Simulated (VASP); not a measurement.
Runs of VASP 6.6.1 on Na. The structure is that of space group Im-3m (No. 229), or close to it. The cells are those of the table. 

```tsv
task	cell	gap on the mesh (eV)	pressure (GPa)
electric field gradients	a = 3.740 Å, angles 109.5°, 1 atom	none	-0.7
electric field gradients	a = 3.692 Å, angles 109.5°, 1 atom	none	-0.5
single point	a = 3.704 Å, angles 109.5°, 1 atom	none	-0.5
electric field gradients	a = 3.655 Å, angles 109.5°, 1 atom	none	-0.3
single point	a = 3.631 Å, angles 108.6°, 1 atom	none	-0.3
single point	a = 3.741 Å, angles 108.7, 108.7, 111.1°, 1 atom	none	-0.7
single point	a = 3.668 Å, angles 109.5°, 1 atom	none	-0.3
single point	a = 3.680 Å, angles 109.7°, 1 atom	none	-0.3
single point	a = 3.717 Å, angles 108.9, 108.9, 110.5°, 1 atom	none	-0.6
electric field gradients	a = 3.618 Å, angles 109.5°, 1 atom	none	0.0
single point	a = 3.619 Å, angles 110.0, 110.0, 108.4°, 1 atom	none	(a)
electric field gradients	a = 3.593 Å, angles 109.5°, 1 atom	none	0.1
```

Alike in all rows: level PBEsol; potentials or basis VASP PAW PBE potentials, release 64 (Na_pv); no spin polarisation; k mesh 12 × 12 × 12; cutoff (eV) 520; smearing fermi-dirac 0.05 eV.

Task: Estimate the missing entries.

Result: (a) -0.1.

Caveats: the PAW data sets were made with another functional, which shifts forces and pressure a little.

A gap of «none» marks levels without a gap at the run's occupations.
